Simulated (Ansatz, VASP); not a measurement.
# Two plane-wave programs on MgSiSe3

```
Mg Si Se
1.0
     3.37388    1.94791    5.43938
    -3.37388    1.94791    5.43938
     0.00000   -3.89582    5.43938
Mg Si Se
2 2 6
Direct
  0.75000 0.75000 0.75000
  0.25000 0.25000 0.25000
  0.50000 0.50000 0.50000
  0.00000 0.00000 0.00000
  0.13352 0.36648 0.75000
  0.36648 0.75000 0.13352
  0.86648 0.63352 0.25000
  0.25000 0.86648 0.63352
  0.63352 0.25000 0.86648
  0.75000 0.13352 0.36648
```

Alike in both runs: functional PBE; k mesh 6 × 6 × 6; occupations gaussian, width 0.02 eV; no spin polarisation.

Ansatz relaxed the structure, and its values are those at the end. VASP's run is a single point on that final structure, the one shown.

|  | VASP | Ansatz |
| --- | --- | --- |
| version | VASP 6.6.1 | Ansatz 0.2.0 |
| potentials or method | VASP PAW PBE potentials, release 64 (Mg, Si, Se), cutoff 520 eV | scalar-relativistic, plane waves, PAW |
| valence electrons in the cell | 48 | 124 |

Ansatz gave:

| Property | Result |
| --- | --- |
| gap on the k mesh at the Fermi level (eV) | 0.24 |
| least direct gap on the mesh (eV) | 0.39 |
| pressure (GPa) | 0.0 |
| rms of the force components (eV/Å) | 0.001 |

Task: Which values does VASP return?

Result: gap on the k mesh at the Fermi level (eV): 0.24; least direct gap on the mesh (eV): 0.39; pressure (GPa): 0.0; rms of the force components (eV/Å): 0.005.

VASP's potentials hold 48 valence electrons a cell and Ansatz's 124, so a difference there can come from the potentials and not from the codes.
